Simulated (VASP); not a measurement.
LaIn3, 4 atoms in the cell. Symmetry: Pm-3m, No. 221, cubic system. The conventional cell has a = 4.883 Å, b = 4.883 Å, c = 4.883 Å, α = 90.00°, β = 90.00°, γ = 90.00°. Within 4.5 Å of La (site symmetry m-3m) lie 12 In at 3.45 Å. Within 4.5 Å of In (site symmetry 4/mmm) lie 4 La at 3.45 Å and 8 In at 3.45 Å. 

```yaml
Program: VASP 6.6.1
Task: single point
Functional: r2SCAN
Potentials_or_basis: VASP PAW PBE potentials, release 64 (La, In_d)
Cutoff: 520 eV
k_mesh: 5 × 5 × 5
Occupations: fermi-dirac, width 0.1 eV
Spin: no spin polarisation
Dipole_correction: no
Further_INCAR_settings: ALGO = Normal; EDIFF = 1e-06; NBANDS = 33
```

Potentials or basis: VASP PAW PBE potentials, release 64 (La, In_d).

The run is started by

```bash
$ cat potpaw_PBE.64/La/POTCAR potpaw_PBE.64/In_d/POTCAR > POTCAR
$ cp INCAR.step1 INCAR
$ mpirun -np 1 vasp_std > vasp.out
$ cp INCAR.step2 INCAR
$ mpirun -np 1 vasp_std > vasp.out
```

Hardware: 1 thread of Intel Xeon 8259CL, on a shared host.

Q: How long does it take, and how much memory?

A: Run time: 4.6 min on 1 thread of Intel Xeon 8259CL (shared host), peak memory 0.24 GiB. Counts: k points 10.
